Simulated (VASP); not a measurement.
Runs of VASP 6.6.1 on WC. The structure is that of space group P6_3/mmc (No. 194), or close to it. The cells are those of the table. 

```csv
task,cell,k mesh,cutoff (eV),gap on the mesh (eV),pressure (GPa),largest force (eV/Å)
single point,"a = 2.973, b = 2.973, c = 11.059 Å, angles 90.0, 90.0, 120.0°, 8 atoms",6 × 6 × 2,520,none,0.8,0.03
single point,"a = 2.975, b = 2.975, c = 11.032 Å, angles 90.0, 90.0, 120.0°, 8 atoms",12 × 12 × 4,520,none,0.9,-
single point,"a = 3.344, b = 3.344, c = 12.815 Å, angles 90.0, 90.0, 120.0°, 8 atoms",6 × 6 × 2,520,none,(a),0.39
relaxation of cell and atoms,"relaxed from a = 3.344, b = 3.344, c = 12.815 Å, angles 90.0, 90.0, 120.0°, 8 atoms",6 × 6 × 2,600,none,0.0,0.03
```

Alike in all rows: level PBE; potentials or basis VASP PAW PBE potentials, release 64 (W_sv, C); no spin polarisation; smearing gaussian 0.1 eV.

Fill in the values left out.

(a) -60.4.

Caveats: some runs use coarse meshes; spin-orbit coupling is left out, which moves the levels of the heavy elements.

A k mesh can miss the band edges, and the runs leave out spin-orbit coupling on W.

A gap of «none» marks levels without a gap at the run's occupations.
